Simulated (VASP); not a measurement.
Set up this calculation in VASP 6.6.1, as the native input.

- Task: single point
- Functional: PBE
- Potentials or basis: VASP PAW PBE potentials, release 64 (Sr_sv, O)
- Cutoff: 520 eV
- k mesh: 7 × 7 × 7
- Occupations: fermi-dirac, width 0.2 eV
- Spin: no spin polarisation
- Dipole correction: no
- Further INCAR settings: ALGO = Normal; EDIFF = 1e-06; NBANDS = 15

The structure of SrO lies in POSCAR:

```
SrO
1.0
    0.0000000000      2.5663000000      2.5663000000
    2.5663000000      0.0000000000      2.5663000000
    2.5663000000      2.5663000000      0.0000000000
Sr O
1 1
Direct
    0.5000000000      0.5000000000      0.5000000000
    0.0000000000      0.0000000000      0.0000000000
```

These files were run (other wordings do the same):

INCAR

```
PREC = Accurate
ENCUT = 520
EDIFF = 1E-6
ISMEAR = -1
SIGMA = 0.2
LREAL = False
LASPH = True
NELM = 80
ALGO = Normal
ISIF = 2
LWAVE = False
LCHARG = False
GGA = PE
NBANDS = 15
```

KPOINTS

```
regular mesh
0
Gamma
  7 7 7
```

Potentials or basis: VASP PAW PBE potentials, release 64 (Sr_sv, O).

The run is started by

```bash
$ cat potpaw_PBE.64/Sr_sv/POTCAR potpaw_PBE.64/O/POTCAR > POTCAR
$ mpirun -np 1 vasp_std > vasp.out
```

Results of the run:

```
Pressure               : 3.9 GPa
Band gap on the k mesh : 3.36 eV, indirect (least direct gap 3.45 eV)
```

Run time: 13 s on 1 thread of AMD EPYC 7R43 64-Core Processor (Zen 3) (shared host), peak memory 0.12 GiB.
